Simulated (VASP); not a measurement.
# Zr (Fm-3m) in VASP: a series of runs

Runs on Zr. Level: PBE. Tasks: single point.

Everything below comes from runs of VASP 6.6.1. Logs are shortened: lines on timing, memory, paths and dates and some standing lists are left out, and cuts for length are marked.

## (1) The cell of the first run

The structure is cubic, space group Fm-3m (No. 225). The conventional cell has a = 4.091 Å, b = 4.091 Å, c = 4.091 Å, α = 90.00°, β = 90.00°, γ = 90.00°. Zr (site symmetry m-3m) has 12 Zr at 2.89 Å within 3.8 Å.

## (2) Single point, PBE, collinear spin, zero start

Contents of INCAR:

```
SYSTEM = Zr
ALGO = Fast
EDIFF = 1E-6
ENCUT = 520
GGA = PE
ISIF = 2
ISMEAR = -4
ISPIN = 2
ISYM = 0
LASPH = .TRUE.
LCHARG = .FALSE.
LMAXMIX = 4
LORBIT = 11
LREAL = .FALSE.
LWAVE = .FALSE.
MAGMOM = 0
NBANDS = 16
NELM = 150
PREC = Accurate
SIGMA = 0.1
```

Contents of KPOINTS:

```
k-points
0
G
  10 4 2
  0 0 0
```

Contents of POSCAR:

```
Zr
1.0
    0.0000000000      2.0455866773      2.0455866773
    2.0455866773      0.0000000000      2.0455866773
    2.0455866773      2.0455866773      0.0000000000
Zr
1
Direct
    0.0000000000      0.0000000000      0.0000000000
```

Potentials or basis: VASP PAW PBE potentials, release 64 (Zr_sv).

The run is started by

```bash
cat potpaw_PBE.64/Zr_sv/POTCAR > POTCAR
mpirun -np 1 vasp_std > vasp.out
```

OUTCAR:

```text
SYSTEM = Zr
   EDIFF = 1E-6
   ENCUT = 520
   GGA = PE
   ISIF = 2
   ISMEAR = -4
   ISPIN = 2
   ISYM = 0
   LASPH = .TRUE.
   LORBIT = 11
   LREAL = .FALSE.
   NELM = 150
   PREC = Accurate

 ion  position               nearest neighbor table
   1  0.000  0.000  0.000-

IMPORTANT INFORMATION: All symmetrisations will be switched off!
NOSYMM: (Re-)initialisation of all symmetry stuff for point group C_1.

----------------------------------------------------------------------------------------

                                     Primitive cell

  volume of cell :      17.1192

  direct lattice vectors                    reciprocal lattice vectors
     0.000000000  2.045586677  2.045586677    -0.244428655  0.244428655  0.244428655
     2.045586677  0.000000000  2.045586677     0.244428655 -0.244428655  0.244428655
     2.045586677  2.045586677  0.000000000     0.244428655  0.244428655 -0.244428655

  length of vectors
     2.892896422  2.892896422  2.892896422     0.423362849  0.423362849  0.423362849

  position of ions in fractional coordinates (direct lattice)
     0.000000000  0.000000000  0.000000000

  ion indices of the primitive-cell ions
   primitive index   ion index
                 1           1

----------------------------------------------------------------------------------------

 KPOINTS: k-points

Automatic generation of k-mesh.
 Grid dimensions read from file:
 generate k-points for:   10    4    2

 Generating k-lattice:

  Cartesian coordinates                     Fractional coordinates (reciprocal lattice)
    -0.024442865  0.024442865  0.024442865     0.100000000  0.000000000  0.000000000
     0.061107164 -0.061107164  0.061107164     0.000000000  0.250000000  0.000000000
     0.122214327  0.122214327 -0.122214327     0.000000000  0.000000000  0.500000000

  Length of vectors
     0.042336285  0.105840712  0.211681425

  Shift w.r.t. Gamma in fractional coordinates (k-lattice)
     0.000000000  0.000000000  0.000000000

 -----------------------------------------------------------------------------
|                                                                             |
|           W    W    AA    RRRRR   N    N  II  N    N   GGGG   !!!           |
|           W    W   A  A   R    R  NN   N  II  NN   N  G    G  !!!           |
|           W    W  A    A  R    R  N N  N  II  N N  N  G       !!!           |
|           W WW W  AAAAAA  RRRRR   N  N N  II  N  N N  G  GGG   !            |
[... 78 lines left out ...]
   PSTRESS=    0.0 pullay stress
   NELECT =      12.0000    total number of electrons
   NUPDOWN=      -1.0000    fix difference up-down
   EMIN   =  10.00;   EMAX   =-10.00  energy-range for DOS
   EFERMI =   0.00;   METHOD = LEGACY
   ISMEAR =    -4;   SIGMA  =   0.10  broadening in eV -4-tet -1-fermi 0-gaus
   EFERMI_NEDOS =   21; number of points for ismear=-14 and -15
   IALGO  =     68    algorithm
   IMIX   =      4    mixing-type and parameters
     AMIX     =   0.40;   BMIX     =  1.00
     AMIX_MAG =   1.60;   BMIX_MAG =  1.00
  volume/ion in A,a.u.               =      17.12       115.53
  Fermi-wavevector in a.u.,A,eV,Ry     =   1.454255  2.748144 28.774402  2.114859
  Thomas-Fermi vector in A             =   2.571427
   LORBIT       =     11    0 simple, 1 ext, 2 COOP (PROOUT), +10 PAW based schemes
   GGA     = PE    functional components
   LHFCALC =     F    Hartree Fock is set to
   AEXX    =    0.0000 exact exchange contribution
   IVDW    =     0    specifies the selected vdW correction
   LEPSILON=     F    determine dielectric tensor
   LRPA    =     F    only Hartree local field effects (RPA)
 spin polarized calculation
 RMM-DIIS sequential band-by-band and
 Fermi weights with tetrahedron method witout Bloechl corrections
  energy-cutoff  :      520.00
  volume of cell :       17.12
 maximum number of plane-waves:       477
 NGX is ok and might be reduce to    24
   NGX = 11   NGY = 11   NGZ = 11

 number of electron      12.0000000 magnetization       0.0005826

 Free energy of the ion-electron system (eV)
  ---------------------------------------------------
  ext. energy  EPLUGINS =         0.00000000
  ---------------------------------------------------
  free energy    TOTEN  =        -8.02592140 eV

  energy without entropy =       -8.02592140  energy(sigma->0) =       -8.02592140

 E-fermi :  12.9837     XC(G=0): -12.5572

 val. band max:       13.5351520716   @ k =   0.4000   0.0000   0.0000
 cond. band min:      12.2963871450   @ k =   0.3000   0.2500   0.5000
 fundamental gap:     -1.2387649266
 Fermi energy:        12.9837214497

 spin component 1

 k-point     1 :       0.0000    0.0000    0.0000
  band No.  band energies     occupation
      1     -35.6209      1.00000
      2     -12.4239      1.00000
      3     -12.3815      1.00000
      4     -12.3542      1.00000
      5       6.9977      1.00000
      6      13.6601      0.40270
[... 435 lines left out ...]
      5       9.3715      1.00000
      6      12.7290      0.88661
[... 8 lines left out ...]
     15      40.2829      0.00000
     16      40.9596      0.00000

 [... further k-points ...]

 spin component 2

 k-point     1 :       0.0000    0.0000    0.0000
  band No.  band energies     occupation
      1     -35.6205      1.00000
      2     -12.4254      1.00000
      3     -12.3810      1.00000
      4     -12.3519      1.00000
      5       6.9985      1.00000
      6      13.6653      0.40120
[... 435 lines left out ...]
      5       9.4099      1.00000
      6      12.7787      0.87426
[... 8 lines left out ...]
     15      40.2501      0.00000
     16      41.0104      0.00000

 [... further k-points ...]
[... 5 lines left out ...]
  --------------------------------------------------------------------------------------
  -------------------------------------------------------------------------------------
  Total        3.5207173      3.4596653      5.1802784     -3.4679734      0.0815513     -0.1603831
  in kB      329.5020245    323.7881972    484.8194377   -324.5657464      7.6323408    -15.0101643
  external PRESSURE =     379.3698865 kB  Pullay stress =       0.0000000 kB

 VOLUME and BASIS-vectors are now :
 -----------------------------------------------------------------------------
  energy-cutoff  :      520.00
  volume of cell :       17.12
      direct lattice vectors                 reciprocal lattice vectors
     0.000000000  2.045586677  2.045586677    -0.244428655  0.244428655  0.244428655
     2.045586677  0.000000000  2.045586677     0.244428655 -0.244428655  0.244428655
     2.045586677  2.045586677  0.000000000     0.244428655  0.244428655 -0.244428655

 POSITION                                       TOTAL-FORCE (eV/Angst)
 -----------------------------------------------------------------------------------
      0.00000      0.00000      0.00000         0.000000     -0.000001      0.000001
 -----------------------------------------------------------------------------------
    total drift:                                0.000000     -0.000001      0.000001

  FREE ENERGIE OF THE ION-ELECTRON SYSTEM (eV)
  ---------------------------------------------------
  free  energy   TOTEN  =        -8.0259214024 eV

  energy  without entropy=       -8.0259214024  energy(sigma->0) =       -8.02592140

 total charge

# of ion       s       p       d       tot
------------------------------------------
    1        2.280   5.939   2.139  10.358

 magnetization (x)

# of ion       s       p       d       tot
------------------------------------------
    1        0.000   0.000   0.000   0.000
```

Wall time 86 s (1 thread of AMD EPYC 7R13, shared host); peak memory 0.13 GiB.

What came out:

| Item | Value |
| --- | --- |
| Free energy | -8.0259 eV |
| Pressure | 37.9 GPa |
| Band gap on the k mesh | zero (filled and empty bands overlap) |
| Net moment | 0.00 μB per cell |
| Valence electrons inside the program's atomic spheres | Zr 10.36 |

Stress tensor (GPa, compression positive):
```
 32.95 -32.46  -1.50
-32.46  32.38   0.76
 -1.50   0.76  48.48
```

Levels at points of the mesh, in eV from the Fermi level:
Spin up:
| k point | band 4 | band 5 | band 6 | band 7 | band 8 | band 9 |
| --- | --- | --- | --- | --- | --- | --- |
| (0.00, 0.00, 0.00) | -25.34 | -5.99 | 0.68 | 0.77 | 0.79 | 4.26 |
| (0.50, 0.00, 0.00) | -25.66 | -3.98 | 0.39 | 0.49 | 2.55 | 6.99 |
| (0.00, 0.50, 0.00) | -25.66 | -3.98 | 0.42 | 0.45 | 2.55 | 6.98 |
| (0.50, 0.50, 0.00) | -26.18 | -4.64 | -3.68 | 5.16 | 7.05 | 7.77 |
| (0.00, 0.00, 0.50) | -25.64 | -4.01 | 0.40 | 0.45 | 2.56 | 6.99 |
| (0.50, 0.00, 0.50) | -26.18 | -4.66 | -3.76 | 5.19 | 7.05 | 7.82 |
| (0.00, 0.50, 0.50) | -26.20 | -4.61 | -3.69 | 5.17 | 6.99 | 7.77 |
| (0.50, 0.50, 0.50) | -25.64 | -3.99 | 0.41 | 0.47 | 2.55 | 6.97 |
Spin down:
| k point | band 3 | band 4 | band 5 | band 6 | band 7 | band 8 | band 9 | band 10 |
| --- | --- | --- | --- | --- | --- | --- | --- | --- |
| (0.00, 0.00, 0.00) | -25.36 | -25.34 | -5.99 | 0.68 | 0.77 | 0.79 | 4.26 | 4.35 |
| (0.50, 0.00, 0.00) | -25.69 | -25.66 | -3.98 | 0.39 | 0.48 | 2.56 | 6.99 | 7.03 |
| (0.00, 0.50, 0.00) | -25.68 | -25.66 | -3.98 | 0.42 | 0.46 | 2.55 | 6.98 | 7.02 |
| (0.50, 0.50, 0.00) | -26.21 | -26.18 | -4.64 | -3.69 | 5.16 | 7.06 | 7.77 | 7.82 |
| (0.00, 0.00, 0.50) | -25.69 | -25.63 | -3.98 | 0.41 | 0.47 | 2.55 | 6.96 | 7.03 |
| (0.50, 0.00, 0.50) | -26.25 | -26.20 | -4.61 | -3.69 | 5.17 | 6.99 | 7.77 | 7.85 |
| (0.00, 0.50, 0.50) | -26.25 | -26.18 | -4.65 | -3.76 | 5.19 | 7.05 | 7.82 | 7.85 |
| (0.50, 0.50, 0.50) | -25.69 | -25.64 | -4.01 | 0.40 | 0.46 | 2.56 | 6.99 | 7.04 |

Caveat: the k points lie up to 1.33 Å⁻¹ apart.

## (3) Single point, PBE

This run uses another cell than the first one, of 23.23 Å³/atom, 1.357 times its volume.

Contents of INCAR:

```
SYSTEM = Zr
PREC = Accurate ; ENCUT = 500
EDIFF = 1E-6 ; ISMEAR = 0
SIGMA = 0.1 ; LREAL = .FALSE.
LASPH = .TRUE. ; NELM = 120
ALGO = Normal ; ISIF = 2
LWAVE = .FALSE. ; LCHARG = .TRUE.
GGA = PE ; LELF = .TRUE.
LVHAR = .TRUE. ; NBANDS = 12
GGA_COMPAT = .FALSE.
```

Contents of KPOINTS:

```
Automatic mesh
0
G
  2 2 2
  0 0 0
```

Contents of POSCAR:

```
Zr
1.0
    0.0000000000      2.2646202716      2.2646202716
    2.2646202716      0.0000000000      2.2646202716
    2.2646202716      2.2646202716      0.0000000000
Zr
1
Direct
    0.0000000000      0.0000000000      0.0000000000
```

Potentials or basis: VASP PAW PBE potentials, release 64 (Zr_sv).

The run is started by

```bash
cat potpaw_PBE.64/Zr_sv/POTCAR > POTCAR
mpirun -np 1 vasp_std > vasp.out
```

Wall time 2.2 s (1 thread of Intel Xeon 6975P-C (Granite Rapids), shared host); peak memory 0.12 GiB.

It converged, with:

```
Free energy            : -9.0463 eV
Pressure               : -23.1 GPa
Band gap on the k mesh : zero (band 6 reaches 10.18 eV, above the bottom of band 7 at 9.96 eV)
```

Levels at points of the mesh, in eV from the Fermi level:
```
           k point  band 3  band 4  band 5  band 6  band 7  band 8  band 9  band 10
(0.00, 0.00, 0.00)  -26.74  -26.74   -6.56    0.20    0.20    0.20    2.64     2.64
(0.50, 0.00, 0.00)  -26.87  -26.87   -3.85   -0.02   -0.02    0.12    4.50     4.50
(0.50, 0.50, 0.00)  -27.10  -27.10   -3.94   -3.03    2.06    4.48    5.05     5.05
```

Caveat: the k points lie up to 1.20 Å⁻¹ apart.
